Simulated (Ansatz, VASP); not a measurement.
**One calculation of Ge3Pd, two programs**

The input INCAR:

```
SYSTEM = Ge3Pd
ALGO = Normal
EDIFF = 1E-7
ENCUT = 520
GGA = PE
ISIF = 2
ISMEAR = -1
LASPH = .True.
LCHARG = .False.
LREAL = .False.
LWAVE = .False.
NBANDS = 34
NELM = 100
PREC = Accurate
SIGMA = 0.05
```

The input KPOINTS:

```
k-points
0
Gamma
  7 7 7
  0 0 0
```

The input POSCAR:

```
Ge3Pd
1.0
    4.1142233503      0.0000000000      0.0000000000
    0.0000000000      4.1142233503      0.0000000000
    0.0000000000      0.0000000000      4.1142233503
Pd Ge
1 3
Direct
    0.0000000000      0.0000000000      0.0000000000
    0.5000000000      0.5000000000      0.0000000000
    0.5000000000      0.0000000000      0.5000000000
    0.0000000000      0.5000000000      0.5000000000
```

File input.yaml:

```yaml
crystal:
  lattice:
    - [4.1142233503, 0.0, 0.0]
    - [0.0, 4.1142233503, 0.0]
    - [0.0, 0.0, 4.1142233503]
  atoms:
    - { symbol: Pd, position: [0.0, 0.0, 0.0] }
    - { symbol: Ge, position: [0.5, 0.5, 0.0] }
    - { symbol: Ge, position: [0.5, 0.0, 0.5] }
    - { symbol: Ge, position: [0.0, 0.5, 0.5] }
hamiltonian:
  xc: pbe
  pseudopotentials: { kind: paw }
kpoints:
  mp_grid: { grid: [7, 7, 7] }
scf:
  occupations: { method: fermi_dirac, width: 0.05 }
output:
  forces: true
  stress: true
  eigenvalues: true
```

Alike in both runs: task single point; functional PBE; k mesh 7 × 7 × 7; occupations fermi-dirac, width 0.05 eV; no spin polarisation.

|  | VASP | Ansatz |
| --- | --- | --- |
| version | VASP 6.6.1 | Ansatz 0.2.0 |
| potentials or method | VASP PAW PBE potentials, release 64 (Pd, Ge_d) | Ansatz PAW |
| plane-wave cutoff (eV) | 520 | 420 |
| valence electrons in the cell | 52 | 60 |

Ansatz gave:

* gap on the k mesh at the Fermi level (eV): none
* pressure (GPa): 1.7

Question: Estimate VASP's values.

Answer: gap on the k mesh at the Fermi level (eV): none; pressure (GPa): 1.8.

A gap of «none» marks a metal or a gap that the smearing closes. With one functional, cell and mesh, what is left measures potentials, basis and numerics. VASP's potentials hold 52 valence electrons a cell and Ansatz's 60, so a difference there can come from the potentials and not from the codes.
